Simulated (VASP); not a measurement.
Set up this calculation in VASP 6.6.1, as the native input.

| Quantity | Value |
| --- | --- |
| Task | single point |
| Functional | r2SCAN |
| Potentials or basis | VASP PAW PBE potentials, release 64 (Ga_d, N_h) |
| Cutoff | 910 eV |
| k mesh | 10 × 10 × 10 |
| Occupations | gaussian, width 0.01 eV |
| Spin | no spin polarisation |
| Dipole correction | no |
| Second run | hard_potentials |
| Further INCAR settings | ALGO = Normal; EDIFF = 1e-06; NBANDS = 16 |

The system is GaN.

```xyz
2
Lattice="0.0000 2.2827 2.2827 2.2827 0.0000 2.2827 2.2827 2.2827 0.0000" Properties=species:S:1:pos:R:3 pbc="T T T"
Ga    0.0000    0.0000    0.0000
N     1.1413    1.1413    1.1413
```

This cell differs from its parent crystal: strain +1.5%.

One way to write it, as run:

POSCAR

```
GaN
1.0
    0.0000000000      2.2826868317      2.2826868317
    2.2826868317      0.0000000000      2.2826868317
    2.2826868317      2.2826868317      0.0000000000
Ga N
1 1
Direct
    0.0000000000      0.0000000000      0.0000000000
    0.2500000000      0.2500000000      0.2500000000
```

INCAR.step1

```
PREC = Accurate
ENCUT = 910
ISMEAR = 0
SIGMA = 0.01
LREAL = F
LASPH = T
NELM = 120
NBANDS = 16
GGA = PE
ALGO = Normal
EDIFF = 1E-5
LWAVE = T
LCHARG = F
GGA_COMPAT = F
```

INCAR.step2

```
PREC = Accurate
ENCUT = 910
EDIFF = 1E-6
ISMEAR = 0
SIGMA = 0.01
LREAL = F
LASPH = T
NELM = 120
ALGO = Normal
ISIF = 2
LWAVE = F
LCHARG = F
METAGGA = R2SCAN
LMIXTAU = T
NBANDS = 16
ISTART = 1
GGA_COMPAT = F
```

KPOINTS

```
regular mesh
0
Gamma
  10 10 10
```

Potentials or basis: VASP PAW PBE potentials, release 64 (Ga_d, N_h).

The run is started by

```console
$ cat potpaw_PBE.64/Ga_d/POTCAR potpaw_PBE.64/N_h/POTCAR > POTCAR
$ cp INCAR.step1 INCAR
$ mpirun -np 1 vasp_std > vasp.out
$ cp INCAR.step2 INCAR
$ mpirun -np 1 vasp_std > vasp.out
```

It gave:

```yaml
Pressure: -7.1 GPa
Band_gap_on_the_k_mesh: 1.86 eV, direct
```

Caveat: the cell differs from its parent crystal (strain +1.5%); the cutoff is under 1.25 times the usual one of these potentials, so pressure, stress and relaxed cells hold a basis-set (Pulay) error; the PAW data sets were made with another functional, which shifts forces and pressure a little.

Run time: 61 s on 1 thread of Intel(R) Xeon(R) Platinum 8488C (Sapphire Rapids), on a shared host, peak memory 0.2 GiB.
